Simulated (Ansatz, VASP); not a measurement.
## ScTiF5: VASP beside Ansatz

File INCAR:

```
SYSTEM = ScTiF5
PREC = Accurate
ENCUT = 600
EDIFF = 1E-6
ISMEAR = 0
SIGMA = 0.15
LREAL = .FALSE.
LASPH = .TRUE.
NELM = 150
ALGO = Normal
ISIF = 3
LWAVE = .FALSE.
LCHARG = .FALSE.
ISPIN = 2
MAGMOM = 0 1 0 0 0 0 0
LORBIT = 11
LMAXMIX = 4
GGA = PE
IBRION = 2
NSW = 36
EDIFFG = -0.08
```

File KPOINTS:

```
regular mesh
0
G
  3 3 2
  0 0 0
```

The input POSCAR:

```
ScTiF5
1.0
    3.5846824700      0.0000000000      0.0000000000
    0.0000000000      3.5846824700      0.0000000000
    0.0000000000      0.0000000000      6.5172132100
Sc Ti F
1 1 5
Direct
    0.5000000000      0.5000000000      0.0000000000
    0.0000000000      0.0000000000      0.5000000000
    0.0000000000      0.5000000000      0.2751304800
    0.0000000000      0.5000000000      0.7248695200
    0.5000000000      0.0000000000      0.2751304800
    0.5000000000      0.0000000000      0.7248695200
    0.0000000000      0.0000000000      0.0000000000
```

Input for Ansatz:

```yaml
crystal:
  lattice:
    - [3.58468247, 0.0, 0.0]
    - [0.0, 3.58468247, 0.0]
    - [0.0, 0.0, 6.51721321]
  atoms:
    - { symbol: Sc, position: [0.5, 0.5, 0.0] }
    - { symbol: Ti, position: [0.0, 0.0, 0.5], spin: 1.0 }
    - { symbol: F, position: [0.0, 0.5, 0.27513048] }
    - { symbol: F, position: [0.0, 0.5, 0.72486952] }
    - { symbol: F, position: [0.5, 0.0, 0.27513048] }
    - { symbol: F, position: [0.5, 0.0, 0.72486952] }
    - { symbol: F, position: [0.0, 0.0, 0.0] }
basis:
  ecutwfc: 420
kpoints:
  mp_grid: { grid: [3, 3, 2] }
hamiltonian:
  xc: pbe
scf:
  occupations: { method: gaussian, width: 0.15 }
  lower_state_search: "off"
output:
  forces: true
  stress: true
  eigenvalues: true
  populations: true
magnetization:
  spin_polarized: true
relax:
  adjacent_minimum: "off"
  f_tol: 0.08
  max_steps: 16
  cell: { stress_tol: 0.8 }
```

Change from the starting cell: species swapped into the ZnAsPt5 type (P4/mmm, No. 123).

Alike in both runs: task relaxation of cell and atoms; functional PBE; k mesh 3 × 3 × 2; occupations gaussian, width 0.15 eV; collinear spin.

|  | VASP | Ansatz |
| --- | --- | --- |
| version | VASP 6.6.1 | Ansatz 0.2.0 |
| potentials or method | VASP PAW PBE potentials, release 64 (Sc_sv, Ti_sv, F), cutoff 600 eV | scalar-relativistic, plane waves, PAW |
| valence electrons in the cell | 58 | 58 |

|  | VASP | Ansatz | Ansatz less VASP |
| --- | --- | --- | --- |
| gap on the k mesh at the Fermi level, each at its own relaxed structure (eV) | none | none | - |
| net moment per atom (μB) | 0.24 | 0.23 | -0.004 |
| size of the moment on the site where the two differ most (μB) | 1.35 | 1.11 | -0.234 |
| relaxed volume (Å³/atom) | 10.37 | 10.43 | +0.061 |
| relaxed length of the cell vector where the two differ most in proportion (Å) | 5.908 | 5.977 | +0.0683 |

Site moments also hang on the region over which each program counts them. A gap of «none» marks a metal or a gap that the smearing closes.

The k mesh is coarse, so the values compare programs but aren't converged.
